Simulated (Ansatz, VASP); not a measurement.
## One calculation of K, two programs

```
CELL_PARAMETERS angstrom
-2.65727 2.65727 2.57873
2.65727 -2.65727 2.57873
2.65727 2.65727 -2.57873
ATOMIC_POSITIONS crystal
K 0.00000 0.00000 0.00000
```

Change from the starting cell: strain +0.015 along x and y, -0.015 along z, atoms carried along.

Alike in both runs: task single point; functional PBE; k mesh 14 × 14 × 14; occupations gaussian, width 0.15 eV; no spin polarisation.

|  | VASP | Ansatz |
| --- | --- | --- |
| version | VASP 6.6.1 | Ansatz 0.2.0 |
| potentials or method | VASP PAW PBE potentials, release 64 (K_sv), cutoff 520 eV | scalar-relativistic, plane waves, PAW |
| valence electrons in the cell | 9 | 9 |

```csv
,VASP,Ansatz,Ansatz less VASP
gap on the k mesh at the Fermi level (eV),none,none,-
pressure (GPa),0.0,0.0,0.00
```

A gap of «none» marks a metal or a gap that the smearing closes.
